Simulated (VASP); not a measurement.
# BaS (F-43m) in VASP: notebook

The runs below take BaS through single point, with PBEsol.

Everything below comes from runs of VASP 6.6.1. Logs are shortened: lines on timing, memory, paths and dates and some standing lists are left out, and cuts for length are marked.

### Step 1. The cell of the first run

The structure is cubic, space group F-43m (No. 216). The conventional cell has a = 6.937 Å, b = 6.937 Å, c = 6.937 Å, α = 90.00°, β = 90.00°, γ = 90.00°. Ba (site symmetry -43m) has 4 S at 3.00 Å within 4.0 Å. S (site symmetry -43m) has 4 Ba at 3.00 Å within 4.0 Å.

### Step 2. Single point, PBEsol (41.73 Å³/atom)

File INCAR:

```
  PREC = Accurate
  ENCUT = 520
  EDIFF = 1E-6
  ISMEAR = 0
  SIGMA = 0.05
  LREAL = False
  LASPH = True
  NELM = 100
  ALGO = Normal
  ISIF = 2
  LWAVE = False
  LCHARG = True
  GGA = PS
  LELF = True
  LVHAR = True
  NBANDS = 15
```

File KPOINTS:

```
regular mesh
0
Gamma
  8 8 8
```

File POSCAR:

```
BaS
1.0
    0.0000000000      3.4684755003      3.4684755003
    3.4684755003      0.0000000000      3.4684755003
    3.4684755003      3.4684755003      0.0000000000
Ba S
1 1
Direct
    0.0000000000      0.0000000000      0.0000000000
    0.2500000000      0.2500000000      0.2500000000
```

Potentials or basis: VASP PAW PBE potentials, release 64 (Ba_sv, S).

On the command line:

```
cat potpaw_PBE.64/Ba_sv/POTCAR potpaw_PBE.64/S/POTCAR > POTCAR
mpirun -np 1 vasp_std > vasp.out
```

OUTCAR:

```text
PREC = Accurate
   ENCUT = 520
   EDIFF = 1E-6
   ISMEAR = 0
   LREAL = False
   LASPH = True
   NELM = 100
   ISIF = 2
   GGA = PS

 ion  position               nearest neighbor table
   1  0.000  0.000  0.000-   2 3.00   2 3.00   2 3.00   2 3.00
   2  0.250  0.250  0.250-   1 3.00   1 3.00   1 3.00   1 3.00

  LATTYP: Found a face centered cubic cell.
 ALAT       =     6.9369510006

  Lattice vectors:

 A1 = (   0.0000000000,   3.4684755003,   3.4684755003)
 A2 = (   3.4684755003,   0.0000000000,   3.4684755003)
 A3 = (   3.4684755003,   3.4684755003,   0.0000000000)

Analysis of symmetry for initial positions (statically):
=====================================================================
 Subroutine PRICEL returns:
 Original cell was already a primitive cell.

 Routine SETGRP: Setting up the symmetry group for a
 face centered cubic supercell.

 Subroutine GETGRP returns: Found 24 space group operations
 (whereof 24 operations were pure point group operations)
 out of a pool of 48 trial point group operations.

The static configuration has the point symmetry T_d .

Analysis of symmetry for dynamics (positions and initial velocities):
=====================================================================
 Subroutine PRICEL returns:
 Original cell was already a primitive cell.

 Routine SETGRP: Setting up the symmetry group for a
 face centered cubic supercell.

 Subroutine GETGRP returns: Found 24 space group operations
 (whereof 24 operations were pure point group operations)
 out of a pool of 48 trial point group operations.

The dynamic configuration has the point symmetry T_d .

 Subroutine INISYM returns: Found 24 space group operations
 (whereof 24 operations are pure point group operations),
 and found     1 'primitive' translations

----------------------------------------------------------------------------------------

                                     Primitive cell

  volume of cell :      83.4538

  direct lattice vectors                    reciprocal lattice vectors
     0.000000000  3.468475500  3.468475500    -0.144155552  0.144155552  0.144155552
     3.468475500  0.000000000  3.468475500     0.144155552 -0.144155552  0.144155552
     3.468475500  3.468475500  0.000000000     0.144155552  0.144155552 -0.144155552

  length of vectors
     4.905165093  4.905165093  4.905165093     0.249684740  0.249684740  0.249684740

  position of ions in fractional coordinates (direct lattice)
     0.000000000  0.000000000  0.000000000
[... 88 lines left out ...]
   PSTRESS=    0.0 pullay stress
   NELECT =      16.0000    total number of electrons
   NUPDOWN=      -1.0000    fix difference up-down
   EMIN   =  10.00;   EMAX   =-10.00  energy-range for DOS
   EFERMI =   0.00;   METHOD = LEGACY
   ISMEAR =     0;   SIGMA  =   0.05  broadening in eV -4-tet -1-fermi 0-gaus
   EFERMI_NEDOS =   21; number of points for ismear=-14 and -15
   IALGO  =     38    algorithm
   IMIX   =      4    mixing-type and parameters
     AMIX     =   0.40;   BMIX     =  1.00
     AMIX_MAG =   1.60;   BMIX_MAG =  1.00
  volume/ion in A,a.u.               =      41.73       281.59
  Fermi-wavevector in a.u.,A,eV,Ry     =   0.943987  1.783878 12.124318  0.891112
  Thomas-Fermi vector in A             =   2.071748
   LORBIT       =      0    0 simple, 1 ext, 2 COOP (PROOUT), +10 PAW based schemes
   GGA     = PS    functional components
   LHFCALC =     F    Hartree Fock is set to
   AEXX    =    0.0000 exact exchange contribution
   IVDW    =     0    specifies the selected vdW correction
   LEPSILON=     F    determine dielectric tensor
   LRPA    =     F    only Hartree local field effects (RPA)
 non-spin polarized calculation
 Gauss-broadening in eV      SIGMA  =   0.05
  energy-cutoff  :      520.00
  volume of cell :       83.45
 maximum number of plane-waves:      2272
   NGX = 19   NGY = 19   NGZ = 19

 number of electron      15.9999999 magnetization

 Free energy of the ion-electron system (eV)
  ---------------------------------------------------
  ext. energy  EPLUGINS =         0.00000000
  ---------------------------------------------------
  free energy    TOTEN  =       -10.15692597 eV

  energy without entropy =      -10.15692597  energy(sigma->0) =      -10.15692597

 E-fermi :   0.1146     XC(G=0):  -7.5191

 val. band max:       -0.0951582937   @ k =  -0.2500   0.5000   0.2500
 cond. band min:       2.5900566157   @ k =   0.0000   0.0000   0.0000
 fundamental gap:      2.6852149094
 Fermi energy:         0.1146061146

 k-point     1 :       0.0000    0.0000    0.0000
  band No.  band energies     occupation
      1     -26.0459      2.00000
      2     -11.2263      2.00000
      3     -11.2263      2.00000
      4     -11.2263      2.00000
      5     -10.0550      2.00000
      6      -0.8651      2.00000
      7      -0.8651      2.00000
      8      -0.8651      2.00000
      9       2.5901      0.00000
     10       4.9574      0.00000
     11       4.9574      0.00000
     12       6.9876      0.00000
     13       6.9876      0.00000
     14       6.9876      0.00000
[... 401 lines left out ...]
      2     -12.0133      2.00000
      3     -11.3698      2.00000
      4     -11.3006      2.00000
      5      -9.1504      2.00000
      6      -0.7592      2.00000
      7      -0.6233      2.00000
      8      -0.3553      2.00000
      9       3.6501      0.00000
     10       4.4815      0.00000
     11       5.2852      0.00000
     12       6.4301      0.00000
     13       6.8219      0.00000
     14       7.3735      0.00000
     15       8.9373      0.00000

 [... further k-points ...]

------------------------ aborting loop because EDIFF is reached ----------------------------------------

  FORCE on cell =-STRESS in cart. coord.  units (eV):
  Direction    XX          YY          ZZ          XY          YZ          ZX
  --------------------------------------------------------------------------------------
  -------------------------------------------------------------------------------------
  Total        0.2662500      0.2662500      0.2662500      0.0000000      0.0000000      0.0000000
  in kB        5.1115693      5.1115693      5.1115693      0.0000000      0.0000000      0.0000000
  external PRESSURE =       5.1115693 kB  Pullay stress =       0.0000000 kB

 VOLUME and BASIS-vectors are now :
 -----------------------------------------------------------------------------
  energy-cutoff  :      520.00
  volume of cell :       83.45
      direct lattice vectors                 reciprocal lattice vectors
     0.000000000  3.468475500  3.468475500    -0.144155552  0.144155552  0.144155552
     3.468475500  0.000000000  3.468475500     0.144155552 -0.144155552  0.144155552
     3.468475500  3.468475500  0.000000000     0.144155552  0.144155552 -0.144155552

 POSITION                                       TOTAL-FORCE (eV/Angst)
 -----------------------------------------------------------------------------------
      0.00000      0.00000      0.00000        -0.000000      0.000000      0.000000
      1.73424      1.73424      1.73424         0.000000     -0.000000     -0.000000
 -----------------------------------------------------------------------------------
    total drift:                               -0.000000     -0.000000     -0.000000

  FREE ENERGIE OF THE ION-ELECTRON SYSTEM (eV)
  ---------------------------------------------------
  free  energy   TOTEN  =       -10.1569259689 eV

  energy  without entropy=      -10.1569259688  energy(sigma->0) =      -10.15692597
```

Run time: 13 s. Hardware: 1 thread of Intel Xeon 6975P-C (Granite Rapids), shared host; peak memory 0.21 GiB.

What came out:

```yaml
Free_energy: -10.1569 eV
Pressure: 0.5 GPa
Band_gap_on_the_k_mesh: 2.69 eV (least direct gap 3.32 eV)
```

Caveat: the PAW data sets were made with another functional, which shifts forces and pressure a little; spin-orbit coupling is left out, which moves the levels of the heavy elements.

### Step 3. Single point, PBEsol (42.48 Å³/atom)

This run uses another cell than the first one, of 42.48 Å³/atom.

File INCAR:

```
PREC = Accurate ; ENCUT = 520
EDIFF = 1E-6 ; ISMEAR = 0
SIGMA = 0.05 ; LREAL = F
LASPH = T ; NELM = 60
ALGO = Normal ; ISIF = 2
LWAVE = F ; LCHARG = F
GGA = PS ; NBANDS = 15
```

KPOINTS is that of step 2.

File POSCAR:

```
BaS
1.0
    0.0000000000      3.4892247916      3.4892247916
    3.4892247916      0.0000000000      3.4892247916
    3.4892247916      3.4892247916      0.0000000000
Ba S
1 1
Direct
    0.0000000000      0.0000000000      0.0000000000
    0.2500000000      0.2500000000      0.2500000000
```

Potentials or basis: VASP PAW PBE potentials, release 64 (Ba_sv, S).

On the command line:

```
cat potpaw_PBE.64/Ba_sv/POTCAR potpaw_PBE.64/S/POTCAR > POTCAR
mpirun -np 1 vasp_std > vasp.out
```

Wall time 17 s (1 thread of Intel Xeon 6975P-C (Granite Rapids), shared host); peak memory 0.25 GiB.

It converged, with:

| Item | Value |
| --- | --- |
| Free energy | -10.1593 eV |
| Pressure | 0.0 GPa |
| Band gap on the k mesh | 2.66 eV (least direct gap 3.32 eV) |

Levels at points of the mesh, in eV from the valence-band top:
```tsv
k point	band 5	band 6	band 7	band 8	band 9	band 10	band 11	band 12
(0.00, 0.00, 0.00)	-9.93	-0.74	-0.74	-0.74	2.66	5.03	5.03	7.02
(0.50, 0.00, 0.00)	-9.21	-0.63	-0.46	-0.46	4.40	5.23	5.23	5.36
(0.50, 0.50, 0.00)	-9.01	-1.16	-0.01	-0.01	3.37	4.51	6.33	6.33
```

Caveat: the PAW data sets were made with another functional, which shifts forces and pressure a little; spin-orbit coupling is left out, which moves the levels of the heavy elements. A k mesh can miss the band edges.

### Step 4. Single point, PBEsol

This run uses another cell than the first one, of 42.66 Å³/atom.

File INCAR:

```
SYSTEM = BaS
  PREC = Accurate
  ENCUT = 520
  EDIFF = 1E-6
  ISMEAR = 0
  SIGMA = 0.05
  LREAL = .False.
  LASPH = .True.
  NELM = 100
  ALGO = Normal
  ISIF = 2
  LWAVE = .False.
  LCHARG = .False.
  GGA = PS
  NBANDS = 15
```

File KPOINTS:

```
regular mesh
0
Gamma
  8 8 8
  0 0 0
```

File POSCAR:

```
BaS
1.0
    0.0000000000      3.4941630040      3.4941630040
    3.4941630040      0.0000000000      3.4941630040
    3.4941630040      3.4941630040      0.0000000000
Ba S
1 1
Direct
    0.0000000000      0.0000000000      0.0000000000
    0.2500000000      0.2500000000      0.2500000000
```

On the command line:

```
cat potpaw_PBE.64/Ba_sv/POTCAR potpaw_PBE.64/S/POTCAR > POTCAR
mpirun -np 1 vasp_std > vasp.out
```

Run time: 17 s. Hardware: 1 thread of Intel Xeon 6975P-C (Granite Rapids), shared host; peak memory 0.25 GiB.

The run converged. Its results:

| Property | Result |
| --- | --- |
| Free energy | -10.1591 eV |
| Pressure | -0.2 GPa |
| Band gap on the k mesh | 2.66 eV (least direct gap 3.32 eV) |

Levels at points of the mesh, in eV from the valence-band top:
```csv
k point,band 5,band 6,band 7,band 8,band 9,band 10,band 11,band 12
"(0.00, 0.00, 0.00)",-9.92,-0.73,-0.73,-0.73,2.66,5.03,5.03,7.01
"(0.50, 0.00, 0.00)",-9.22,-0.63,-0.46,-0.46,4.40,5.22,5.22,5.35
"(0.50, 0.50, 0.00)",-9.02,-1.15,-0.01,-0.01,3.37,4.50,6.32,6.32
```

Caveat: the PAW data sets were made with another functional, which shifts forces and pressure a little; spin-orbit coupling is left out, which moves the levels of the heavy elements. A k mesh can miss the band edges.

### Step 5. Summary

```csv
cell,gap on the mesh (eV),pressure (GPa)
"a = 4.905 Å, angles 60.0°, 2 atoms",2.69,0.5
"a = 4.935 Å, angles 60.0°, 2 atoms",2.66,0.0
"a = 4.941 Å, angles 60.0°, 2 atoms",2.66,-0.2
```

Alike in all rows: task single point; level PBEsol; potentials or basis VASP PAW PBE potentials, release 64 (Ba_sv, S); no spin polarisation; k mesh 8 × 8 × 8; cutoff (eV) 520; smearing gaussian 0.05 eV.

Caveats: the PAW data sets were made with another functional, which shifts forces and pressure a little; spin-orbit coupling is left out, which moves the levels of the heavy elements.

Total energies depend on the potentials used, so only differences within one code and one set of settings carry meaning.
